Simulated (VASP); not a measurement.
# Si in VASP: further runs, part 2 of 2

VASP 6.6.1.

### Step 4. Single point, PBE

This run uses another cell than the first one.

Contents of INCAR:

```
SYSTEM = Si
PREC = Accurate ; ENCUT = 520
EDIFF = 1E-7 ; ISMEAR = 0
SIGMA = 0.1 ; LREAL = .False.
LASPH = .True. ; NELM = 80
ALGO = Normal ; ISIF = 2
LWAVE = .False. ; LCHARG = .False.
LDIPOL = .True. ; IDIPOL = 3
DIPOL = 0.5 0.5 0.500 ; GGA = PE
NBANDS = 11
```

Contents of KPOINTS:

```
Automatic mesh
0
Gamma
  15 15 1
  0 0 0
```

Contents of POSCAR:

```
Si
1.0
    4.0610000000      0.0000000000      0.0000000000
   -2.0305000000      3.5169291648      0.0000000000
    0.0000000000      0.0000000000     28.0000000000
Si
2
Direct
    0.3333333333      0.6666666667      0.5051071429
    0.6666666667      0.3333333333      0.4948928571
```

Potentials or basis: VASP PAW PBE potentials, release 64 (Si).

The run is started by

```
$ cat potpaw_PBE.64/Si/POTCAR > POTCAR
$ mpirun -np 1 vasp_std > vasp.out
```

OUTCAR:

```text
SYSTEM = Si
   PREC = Accurate
   ENCUT = 520
   EDIFF = 1E-7
   ISMEAR = 0
   LREAL = .False.
   LASPH = .True.
   NELM = 80
   ISIF = 2
   GGA = PE

 ion  position               nearest neighbor table
   1  0.333  0.667  0.505-   2 2.36   2 2.36   2 2.36
   2  0.667  0.333  0.495-   1 2.36   1 2.36   1 2.36

  LATTYP: Found a hexagonal cell.
 ALAT       =     4.0610000000
 C/A-ratio  =     6.8948534844

  Lattice vectors:

[... 529 lines left out ...]
 vacuum level on the upper side and lower side of the slab       (xc-potential included)        -0.012        -0.012

  FORCE on cell =-STRESS in cart. coord.  units (eV):
  Direction    XX          YY          ZZ          XY          YZ          ZX
  --------------------------------------------------------------------------------------
  -------------------------------------------------------------------------------------
  Total       -3.4357364     -3.4357364      0.0040850      0.0000000     -0.0000000     -0.0000000
  in kB      -13.7649861    -13.7649861      0.0163661      0.0000000     -0.0000000     -0.0000000
  external PRESSURE =      -9.1712020 kB  Pullay stress =       0.0000000 kB

 VOLUME and BASIS-vectors are now :
 -----------------------------------------------------------------------------
  energy-cutoff  :      520.00
  volume of cell :      399.90
      direct lattice vectors                 reciprocal lattice vectors
     4.061000000  0.000000000  0.000000000     0.246244767  0.142169483  0.000000000
    -2.030500000  3.516929165  0.000000000     0.000000000  0.284338965  0.000000000
     0.000000000  0.000000000 28.000000000     0.000000000  0.000000000  0.035714286

 POSITION                                       TOTAL-FORCE (eV/Angst)
 -----------------------------------------------------------------------------------
     -0.00000      2.34462     14.14300         0.000000      0.000000      0.026590
      2.03050      1.17231     13.85700        -0.000000     -0.000000     -0.026590
 -----------------------------------------------------------------------------------
    total drift:                                0.000000     -0.000000      0.000000

  FREE ENERGIE OF THE ION-ELECTRON SYSTEM (eV)
  ---------------------------------------------------
  free  energy   TOTEN  =        -9.3974430429 eV

  energy  without entropy=       -9.3964400366  energy(sigma->0) =       -9.39694154

 vacuum level on the upper side and lower side of the slab         1.099         1.099
```

OSZICAR:

```text
N       E                     dE             d eps       ncg     rms          rms(c)
DAV:   1     0.363084425397E+02    0.36308E+02   -0.20813E+03   594   0.432E+02
DAV:   2    -0.631653192289E+01   -0.42625E+02   -0.38477E+02   945   0.665E+01
DAV:   3    -0.949877515110E+01   -0.31822E+01   -0.31735E+01   820   0.226E+01
[... 15 lines left out ...]
DAV:  19    -0.939744089179E+01   -0.35531E-05   -0.54129E-08   732   0.739E-04    0.576E-04
DAV:  20    -0.939744256485E+01   -0.16731E-05   -0.25995E-08   727   0.430E-04    0.129E-04
DAV:  21    -0.939744289421E+01   -0.32935E-06   -0.16571E-09   812   0.124E-04    0.200E-05
DAV:  22    -0.939744303488E+01   -0.14067E-06   -0.76225E-10   631   0.788E-05    0.295E-05
DAV:  23    -0.939744304292E+01   -0.80470E-08    0.68852E-11   733   0.174E-05
   1 F= -.93974430E+01 E0= -.93969415E+01  d E =-.100301E-02
```

stdout:

```text
POSCAR found type information on POSCAR Si
 POSCAR found :  1 types and       2 ions
 scaLAPACK will be used
 LDA part: xc-table for (Slater+PW92), standard interpolation
 POSCAR, INCAR and KPOINTS ok, starting setup
 FFT: planning ... GRIDC
 FFT: planning ... GRID_SOFT
 FFT: planning ... GRID
 WAVECAR not read
 entering main loop
```

It took 1.7 min on 1 thread of Intel Xeon Platinum 8559C (Emerald Rapids), shared host; peak memory 0.47 GiB.

Results:

* Free energy: -9.3974 eV
* Largest force: 0.027 eV/Å
* Band gap on the k mesh: zero (filled and empty bands touch)

Forces on the atoms (eV/Å):
```
Si   0.000  0.000  0.027
Si   0.000  0.000 -0.027
```

Levels at points of the mesh, in eV from the Fermi level:
```tsv
k point	band 2	band 3	band 4	band 5	band 6	band 7
(0.00, 0.00, 0.00)	-2.81	-1.69	-1.69	0.34	2.53	2.53
```

### Step 5. Single point, PBE

This run uses another cell than the first one.

Contents of INCAR:

```
PREC = Accurate ; ENCUT = 520
EDIFF = 1E-6 ; ISMEAR = 0
SIGMA = 0.1 ; LREAL = F
LASPH = T ; NELM = 100
ALGO = Normal ; ISIF = 2
LWAVE = F ; LCHARG = F
LDIPOL = T ; IDIPOL = 3
DIPOL = 0.5 0.5 0.500 ; GGA = PE
NBANDS = 11
```

Contents of KPOINTS:

```
Automatic mesh
0
Gamma
  15 15 1
```

Contents of POSCAR:

```
Si
1.0
    4.0610000000      0.0000000000      0.0000000000
   -2.0305000000      3.5169291648      0.0000000000
    0.0000000000      0.0000000000     28.0000000000
Si
2
Direct
    0.3333333333      0.6666666667      0.5101964286
    0.6666666667      0.3333333333      0.4898035714
```

The run is started by

```
$ cat potpaw_PBE.64/Si/POTCAR > POTCAR
$ mpirun -np 1 vasp_std > vasp.out
```

Run time: 1.9 min. Hardware: 1 thread of Intel Xeon Platinum 8559C (Emerald Rapids), shared host; peak memory 0.45 GiB.

The run converged. Its results:

| Item | Value |
| --- | --- |
| Free energy | -9.3492 eV |
| Largest force | 0.483 eV/Å |
| Band gap on the k mesh | zero (filled and empty bands touch) |

Forces in eV/Å, atoms in the order of the input:
```
Si   0.000  0.000 -0.483
Si   0.000  0.000  0.483
```

Levels at points of the mesh, in eV from the Fermi level:
| k point | band 2 | band 3 | band 4 | band 5 | band 6 | band 7 |
| --- | --- | --- | --- | --- | --- | --- |
| (0.00, 0.00, 0.00) | -2.91 | -1.10 | -1.10 | 0.87 | 2.45 | 2.94 |

### Step 6. Single point, PBE

This run uses another cell than the first one.

Contents of INCAR:

```
SYSTEM = Si
PREC     = Accurate       ! precision mode
ENCUT    = 520            ! plane-wave cutoff, eV
EDIFF    = 1E-7           ! SCF threshold, eV
ISMEAR   = 0              ! smearing method
SIGMA    = 0.1            ! smearing width, eV
LREAL    = .False.        ! projectors in reciprocal space
LASPH    = .True.         ! aspherical terms in the spheres
NELM     = 100            ! most SCF steps
ALGO     = Normal         ! electronic algorithm
ISIF     = 2              ! what is computed and relaxed
LWAVE    = .False.        ! write WAVECAR
LCHARG   = .True.         ! write CHGCAR
LDIPOL   = .True.       
IDIPOL   = 3            
DIPOL    = 0.5 0.5 0.500
GGA      = PE             ! functional
LELF     = .True.         ! ELF
LVHAR    = .True.       
LVACPOTAV= .True.       
NBANDS   = 11             ! bands
```

Contents of KPOINTS:

```
Automatic mesh
0
Gamma
  15 15 1
  0 0 0
```

Contents of POSCAR:

```
Si
1.0
    3.6260000000      0.0000000000      0.0000000000
   -1.8130000000      3.1402081141      0.0000000000
    0.0000000000      0.0000000000     28.0000000000
Si
2
Direct
    0.3333333333      0.6666666667      0.5051071429
    0.6666666667      0.3333333333      0.4948928571
```

Potentials or basis: VASP PAW PBE potentials, release 64 (Si).

The run is started by

```
$ cat potpaw_PBE.64/Si/POTCAR > POTCAR
$ mpirun -np 1 vasp_std > vasp.out
```

Run time: 1.7 min. Hardware: 1 thread of AMD EPYC 9R45 (Zen 5), shared host; peak memory 0.39 GiB.

Results (log left out):

```
Free energy                     : -9.0334 eV
Largest force                   : 0.741 eV/Å
Band gap on the k mesh          : zero (filled and empty bands touch)
Work function of the upper face : 4.47 eV
Work function of the lower face : 4.47 eV
```

Forces in eV/Å, atoms in the order of the input:
```
Si   0.000  0.000  0.741
Si   0.000  0.000 -0.741
```

Levels at points of the mesh, in eV from the Fermi level:
| k point | band 1 | band 2 | band 3 | band 4 | band 5 | band 6 | band 7 | band 8 | band 9 |
| --- | --- | --- | --- | --- | --- | --- | --- | --- | --- |
| (0.00, 0.00, 0.00) | -12.11 | -3.69 | -1.31 | -1.31 | 2.62 | 3.06 | 3.06 | 3.69 | 4.20 |

### Step 7. The runs side by side

| cell | gap on the mesh (eV) | largest force (eV/Å) |
| --- | --- | --- |
| a = 3.999, b = 3.999, c = 28.000 Å, angles 90.0, 90.0, 120.0°, 2 atoms, atomic positions A | none | 0.98 |
| a = 3.999, b = 3.999, c = 28.000 Å, angles 90.0, 90.0, 120.0°, 2 atoms, atomic positions B | none | 2.28 |
| a = 4.061, b = 4.061, c = 28.000 Å, angles 90.0, 90.0, 120.0°, 2 atoms, atomic positions C | none | 0.03 |
| a = 4.061, b = 4.061, c = 28.000 Å, angles 90.0, 90.0, 120.0°, 2 atoms, atomic positions D | none | 0.48 |
| a = 3.626, b = 3.626, c = 28.000 Å, angles 90.0, 90.0, 120.0°, 2 atoms, atomic positions C | none | 0.74 |

Alike in all rows: task single point; level PBE; potentials or basis VASP PAW PBE potentials, release 64 (Si); no spin polarisation; k mesh 15 × 15 × 1; cutoff (eV) 520; smearing gaussian 0.1 eV.

Absolute energies hang on the potentials; compare differences alone.
